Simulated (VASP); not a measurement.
Ta2W:

```
Ta W
1.0
    -1.61762   -2.33375    0.03539
    -4.84755    2.33006    0.05123
    -1.52451    0.03954   -6.72918
Ta W
4 2
Direct
  0.07137 0.04935 0.67460
  0.60226 0.58866 0.66217
  0.38498 0.43627 0.35493
  0.98699 0.91156 0.30205
  0.20253 0.24718 0.98501
  0.75187 0.76697 0.02124
```

- Program: VASP 6.6.1
- Task: relaxation of cell and atoms
- Functional: PBE
- Potentials or basis: VASP PAW PBE potentials, release 64 (Ta_pv, W_sv)
- Cutoff: 600 eV
- k mesh: 8 × 4 × 4
- Occupations: gaussian, width 0.2 eV
- Spin: no spin polarisation

At the start: pressure 15.0 GPa; volume 16.97 Å³/atom.

Where does the relaxation end?

Over 18 steps the energy falls by 335.6 meV/atom and the volume is 17.45 Å³/atom (+2.9 %); space group P1 (No. 1, to 0.1 Å) before, Fmmm (No. 69, to 0.1 Å).

The path:
```tsv
step	energy change (eV)	largest force (eV/Å)	pressure (GPa)	volume (Å³)
1	0.0000	5.0104	14.99	101.79
2	0.5690	0.8050	-28.90	126.89
3	-1.2124	1.6741	-11.01	111.63
4	-1.2206	1.7828	-9.62	110.89
5	-1.7869	1.1655	7.51	101.82
6	-1.8307	1.0179	3.19	103.58
7	-1.9455	0.6921	-1.91	105.76
8	-1.9455	0.6913	-1.92	105.77
9	-1.9942	0.3470	1.89	103.94
10	-1.9942	0.3495	1.81	103.98
11	-2.0045	0.1806	-1.62	105.54
12	-2.0097	0.1607	-0.40	104.96
13	-2.0124	0.0807	0.39	104.60
14	-2.0124	0.0798	0.40	104.59
15	-2.0131	0.0613	-0.39	104.95
16	-2.0132	0.0601	-0.16	104.85
17	-2.0136	0.0261	0.04	104.75
18	-2.0136	0.0231	0.09	104.73
```

Final structure:
```yaml
crystal:
  lattice:
    - [-1.62412, -2.32931, 0.00333]
    - [-4.89340, 2.34326, 0.00909]
    - [-1.61648, 0.00282, -6.88524]
  atoms:
    - { symbol: Ta, position: [0.08275, 0.08190, 0.67303] }
    - { symbol: Ta, position: [0.58179, 0.58202, 0.67294] }
    - { symbol: Ta, position: [0.41787, 0.41813, 0.32700] }
    - { symbol: Ta, position: [0.91711, 0.91804, 0.32718] }
    - { symbol: W, position: [0.25022, 0.24985, 0.99988] }
    - { symbol: W, position: [0.75026, 0.75005, 0.99997] }
```
